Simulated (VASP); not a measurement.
Runs of VASP 6.6.1 on SiC. The structure is that of space group P6_3mc (No. 186), or close to it. The cells are those of the table. 

| task | cell | k mesh | gap on the mesh (eV) | pressure (GPa) | largest force (eV/Å) |
| --- | --- | --- | --- | --- | --- |
| single point | a = 3.079, b = 3.079, c = 20.146 Å, angles 90.0, 90.0, 120.0°, 16 atoms | 10 × 10 × 2 | 1.77 | 3.4 | 0.02 |
| electric field gradients | a = 3.037, b = 3.037, c = 19.874 Å, angles 90.0, 90.0, 120.0°, 16 atoms | 10 × 10 × 2 | 1.75 | (b) | 0.03 |
| electric field gradients | a = 2.987, b = 2.987, c = 20.146 Å, angles 90.0, 90.0, 120.0°, 16 atoms | 11 × 11 × 2 | 1.73 | 19.2 | 0.40 |
| electric field gradients | a = 3.109, b = 3.109, c = 20.345 Å, angles 90.0, 90.0, 120.0°, 16 atoms | 10 × 10 × 2 | (a) | (c) | 0.01 |

Alike in all rows: level PBE; potentials or basis VASP PAW PBE potentials, release 64 (Si, C); no spin polarisation; cutoff (eV) 520; smearing fermi-dirac 0.02 eV.

Task: Fill in the values left out.

Result: (a) 1.78; (b) 13.3; (c) -3.0.

Caveats: the cell stands under pressure (at least some runs); the stress differs along the axes, from 6 to 26 GPa (at least some runs); the cell stands under tension (at least some runs).

A k mesh can miss the band edges.
